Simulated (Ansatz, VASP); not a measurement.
**One calculation of Cr, two programs**

```
Cr
1.0
     2.46822    0.00000    0.00000
    -1.23411    2.13754    0.00000
     0.00000    0.00000    4.40850
Cr
2
Direct
  0.33333 0.66667 0.25000
  0.66667 0.33333 0.75000
```

Alike in both runs: task single point; functional revPBE; k mesh 16 × 16 × 8; occupations fermi-dirac, width 0.1 eV; no spin polarisation.

```csv
,VASP,Ansatz
version,VASP 6.6.1,Ansatz 0.2.0
potentials or method,"VASP PAW PBE potentials, release 64 (Cr_pv), cutoff 520 eV","plane waves (420 eV) with PAW, scalar-relativistic"
valence electrons in the cell,24,28
```

Ansatz gave:

```
pressure (GPa)                                                : 10.0
traceless stress, the component that is largest in VASP (GPa) : -0.71
```

**Question.** Which values does VASP return?

**Answer.** Pressure (GPa): 9.6; traceless stress, the component that is largest in VASP (GPa): -0.61.

VASP's potentials were made for PBE, not for revPBE. VASP's potentials hold 24 valence electrons a cell and Ansatz's 28, so a difference there can come from the potentials and not from the codes.
